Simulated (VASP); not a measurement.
The system is ZnO (wurtzite type).

```
Zn O
1.0
     3.05507    0.00000    0.00000
    -1.52753    2.64576    0.00000
     0.00000    0.00000    4.97976
Zn O
2 2
Direct
  0.33333 0.66667 0.00000
  0.66667 0.33333 0.50000
  0.33333 0.66667 0.37600
  0.66667 0.33333 0.87600
```

- Program: VASP 6.6.1
- Task: relaxation of cell and atoms
- Functional: LDA
- Potentials or basis: VASP PAW LDA potentials, release 64 (Zn, O)
- Cutoff: 600 eV
- k mesh: 12 × 12 × 7
- Occupations: fermi-dirac, width 0.02 eV
- Spin: no spin polarisation

At the start: pressure 26.9 GPa; volume 10.06 Å³/atom.

Problem. How do energy, volume and symmetry change on relaxing?

Solution. Over 9 steps the energy falls by 101.2 meV/atom and the volume is 11.42 Å³/atom (+13.5 %); space group P6_3mc (No. 186, to 0.1 Å) before and after.

Step by step:
```csv
step,energy change (eV),largest force (eV/Å),pressure (GPa),volume (Å³)
1,0.0000,0.0260,26.86,40.25
2,-0.1577,0.0502,-13.72,50.90
3,-0.4042,0.0315,-0.31,45.73
4,-0.4042,0.0308,0.14,45.61
5,-0.4045,0.0227,0.19,45.62
6,-0.4049,0.0010,0.17,45.62
7,-0.4049,0.0111,0.17,45.63
8,-0.4049,0.0145,-0.30,45.76
9,-0.4050,0.0001,-0.05,45.69
```

Final structure:
```
CELL_PARAMETERS angstrom
3.19569 0.00000 0.00000
-1.59785 2.76755 0.00000
0.00000 0.00000 5.16559
ATOMIC_POSITIONS crystal
Zn 0.33333 0.66667 0.99878
Zn 0.66667 0.33333 0.49878
O 0.33333 0.66667 0.37722
O 0.66667 0.33333 0.87722
```
